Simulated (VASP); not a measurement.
# Sn (P6/mmm) in VASP: notebook, part 2 of 2

VASP 6.6.1. The steps go on from the part before.

## (3) Single point, PBE

This run uses another cell than the first one, of 30.54 Å³/atom.

The input, INCAR:

```
SYSTEM = Sn
PREC = Accurate
ENCUT = 520
EDIFF = 1E-6
ISMEAR = 0
SIGMA = 0.1
LREAL = .FALSE.
LASPH = .TRUE.
NELM = 60
ALGO = Normal
ISIF = 2
LWAVE = .FALSE.
LCHARG = .FALSE.
GGA = PE
NBANDS = 51
```

The input, KPOINTS:

```
regular mesh
0
G
  3 3 4
  0 0 0
```

The input, POSCAR:

```
Sn
1.0
    6.2178845632     -0.0000000029      0.0000000000
   -3.1089422791      5.3848459909      0.0000000000
    0.0000000000      0.0000000000      5.4729095819
Sn
6
Direct
    0.0000000000      0.0000000000      0.0000000000
    0.5000000000      0.0000000000      0.5000000000
    0.5000000000      0.5000000000      0.5000000000
    0.0000000000      0.5000000000      0.5000000000
    0.3333333333      0.6666666667      0.0000000000
    0.6666666667      0.3333333333      0.0000000000
```

Potentials or basis: VASP PAW PBE potentials, release 64 (Sn_d).

Launch:

```bash
$ cat potpaw_PBE.64/Sn_d/POTCAR > POTCAR
$ mpirun -np 1 vasp_std > vasp.out
```

OUTCAR:

```text
SYSTEM = Sn
   PREC = Accurate
   ENCUT = 520
   EDIFF = 1E-6
   ISMEAR = 0
   LREAL = .FALSE.
   LASPH = .TRUE.
   NELM = 60
   ISIF = 2
   GGA = PE

 ion  position               nearest neighbor table
   1  0.000  0.000  0.000-   5 3.59   6 3.59   5 3.59   6 3.59   6 3.59   5 3.59
   2  0.500  0.000  0.500-   4 3.11   4 3.11   3 3.11   3 3.11   5 3.27   6 3.27   5 3.27   6 3.27

   3  0.500  0.500  0.500-   2 3.11   2 3.11   4 3.11   4 3.11   5 3.27   6 3.27   5 3.27   6 3.27

   4  0.000  0.500  0.500-   2 3.11   2 3.11   3 3.11   3 3.11   5 3.27   6 3.27   5 3.27   6 3.27

   5  0.333  0.667  0.000-   2 3.27   2 3.27   4 3.27   4 3.27   3 3.27   3 3.27   6 3.59   6 3.59
                             1 3.59   1 3.59   1 3.59   6 3.59
   6  0.667  0.333  0.000-   2 3.27   2 3.27   4 3.27   4 3.27   3 3.27   3 3.27   5 3.59   5 3.59
                             1 3.59   1 3.59   1 3.59   5 3.59

  LATTYP: Found a hexagonal cell.
 ALAT       =     6.2178845632
 C/A-ratio  =     0.8801883545

  Lattice vectors:

 A1 = (   6.2178845632,  -0.0000000029,   0.0000000000)
 A2 = (  -3.1089422791,   5.3848459909,   0.0000000000)
[... 171 lines left out ...]
 val. band max:        6.6931439150   @ k =   0.0000   0.0000   0.0000
 cond. band min:       6.8763622108   @ k =   0.0000   0.0000   0.0000
 fundamental gap:      0.1832182959
 Fermi energy:         6.7909213524

 k-point     1 :       0.0000    0.0000    0.0000
  band No.  band energies     occupation
      1     -15.1389      2.00000
      2     -15.1246      2.00000
      3     -15.1246      2.00000
      4     -15.0948      2.00000
      5     -15.0948      2.00000
      6     -14.8507      2.00000
[... 475 lines left out ...]
     50      10.2884      0.00000
     51      10.4390      0.00000

------------------------ aborting loop because EDIFF is reached ----------------------------------------

  FORCE on cell =-STRESS in cart. coord.  units (eV):
  Direction    XX          YY          ZZ          XY          YZ          ZX
  --------------------------------------------------------------------------------------
  -------------------------------------------------------------------------------------
  Total        0.0250334      0.0250334      0.0809850     -0.0000000     -0.0000000      0.0000000
  in kB        0.2188749      0.2188749      0.7080775     -0.0000000     -0.0000000      0.0000000
  external PRESSURE =       0.3819424 kB  Pullay stress =       0.0000000 kB

 VOLUME and BASIS-vectors are now :
 -----------------------------------------------------------------------------
  energy-cutoff  :      520.00
  volume of cell :      183.25
      direct lattice vectors                 reciprocal lattice vectors
     6.217884563 -0.000000003  0.000000000     0.160826402  0.092853166  0.000000000
    -3.108942279  5.384845991  0.000000000     0.000000000  0.185706333  0.000000000
     0.000000000  0.000000000  5.472909582     0.000000000  0.000000000  0.182718166

 POSITION                                       TOTAL-FORCE (eV/Angst)
 -----------------------------------------------------------------------------------
      0.00000      0.00000      0.00000        -0.000000      0.000000      0.000000
      3.10894     -0.00000      2.73645        -0.000000      0.000000      0.000000
      1.55447      2.69242      2.73645        -0.000000      0.000000      0.000000
     -1.55447      2.69242      2.73645        -0.000000      0.000000      0.000000
      0.00000      3.58990      0.00000         0.000000      0.000000     -0.000000
      3.10894      1.79495      0.00000        -0.000000     -0.000000      0.000000
 -----------------------------------------------------------------------------------
    total drift:                               -0.000000      0.000000     -0.000000

  FREE ENERGIE OF THE ION-ELECTRON SYSTEM (eV)
  ---------------------------------------------------
  free  energy   TOTEN  =       -22.0023081102 eV

  energy  without entropy=      -21.9997464760  energy(sigma->0) =      -22.00102729
```

Run time: 88 s. Hardware: 1 thread of AMD EPYC 9R14 (Zen 4), shared host; peak memory 0.28 GiB.

What came out:

| Quantity | Value |
| --- | --- |
| Free energy | -22.0023 eV |
| Pressure | 0.0 GPa |
| Band gap on the k mesh | zero (bands 42 and 43 overlap by 1.82 eV) |

Levels at points of the mesh, in eV from the Fermi level:
```
           k point  band 40  band 41  band 42  band 43  band 44  band 45
(0.00, 0.00, 0.00)    -2.12    -0.10    -0.10     0.09     0.58     0.58
(0.00, 0.00, 0.50)    -1.83    -1.83    -1.65    -1.65    -0.23     1.48
```

Caveat: the k points lie up to 0.39 Å⁻¹ apart, too coarse for converged energies and pressures of a metal; spin-orbit coupling is left out, which moves the levels of the heavy elements.
